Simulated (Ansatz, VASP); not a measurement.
## LiNbO3 in VASP and in Ansatz

```
Li Nb O
1.0
     3.33122    0.00000    0.00000
    -1.66561    2.88492    0.00000
     0.00000    0.00000    5.87169
Li Nb O
1 1 3
Direct
  0.00000 0.00000 0.00000
  0.00000 0.00000 0.50000
  0.50000 0.00000 0.50000
  0.00000 0.50000 0.50000
  0.50000 0.50000 0.50000
```

Alike in both runs: task single point; functional PBE; k mesh 6 × 6 × 4; occupations gaussian, width 0.1 eV; collinear spin.

```csv
,VASP,Ansatz
version,VASP 6.6.1,Ansatz 0.2.0
potentials or method,"VASP PAW PBE potentials, release 64 (Li_sv, Nb_sv, O), cutoff 520 eV","scalar-relativistic, plane waves, PAW"
valence electrons in the cell,34,34
```

```tsv
	VASP	Ansatz	Ansatz less VASP
gap on the k mesh at the Fermi level (eV)	none	none	-
net moment per atom (μB)	0.00	0.00	0.000
```

A gap of «none» marks a metal or a gap that the smearing closes. The functional is the same, so the differences come from potentials, cutoffs and numerics. Ansatz's warnings: no starting moments.

The k mesh is coarse, so the values compare programs but aren't converged. Noted on VASP's run: the cutoff is short for stress, so the pressure is rough.
